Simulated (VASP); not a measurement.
In2GaAs3:

```xyz
6
Lattice="-2.1402 2.1402 9.0601 2.1402 -2.1402 9.0601 2.1402 2.1402 -9.0601" Properties=species:S:1:pos:R:3 pbc="T T T"
In    0.0000    0.0000    6.1021
In    0.0000    0.0000   12.0181
Ga    0.0000    0.0000    0.0000
As    2.1402    0.0000    4.5300
As    0.0000    2.1402    1.3676
As    0.0000    2.1402    7.6924
```

| Quantity | Value |
| --- | --- |
| Program | VASP 6.6.1 |
| Task | relaxation of cell and atoms |
| Functional | PBEsol |
| Potentials or basis | VASP PAW PBE potentials, release 64 (In_d, Ga_d, As) |
| Cutoff | 600 eV |
| k mesh | 6 × 6 × 6 |
| Occupations | gaussian, width 0.1 eV |
| Spin | no spin polarisation |

At the start: pressure -2.6 GPa; volume 27.67 Å³/atom.

Problem. Where does the relaxation end?

Solution. Over 8 steps the energy falls by 11.2 meV/atom and the volume is 26.35 Å³/atom (-4.8 %); space group I-4m2 (No. 119, to 0.1 Å) before and after.

The path:
| step | energy change (eV) | largest force (eV/Å) | pressure (GPa) | volume (Å³) |
| --- | --- | --- | --- | --- |
| 1 | 0.0000 | 0.0440 | -2.57 | 165.99 |
| 2 | -0.0586 | 0.0794 | 1.02 | 155.56 |
| 3 | -0.0665 | 0.0592 | 0.00 | 158.10 |
| 4 | -0.0664 | 0.0605 | 0.08 | 157.95 |
| 5 | -0.0669 | 0.0384 | 0.07 | 157.93 |
| 6 | -0.0673 | 0.0185 | 0.07 | 157.88 |
| 7 | -0.0673 | 0.0009 | -0.06 | 158.21 |
| 8 | -0.0674 | 0.0096 | 0.03 | 158.10 |

Final structure:
```
CELL_PARAMETERS angstrom
-2.10224 2.10224 8.94351
2.10224 -2.10224 8.94351
2.10224 2.10224 -8.94351
ATOMIC_POSITIONS crystal
In 0.33716 0.33716 0.00000
In 0.66284 0.66284 0.00000
Ga 0.00000 0.00000 0.00000
As 0.25000 0.75000 0.50000
As 0.57499 0.07499 0.50000
As 0.92501 0.42501 0.50000
```

Caveat: the PAW data sets were made with another functional, which shifts forces and pressure a little.
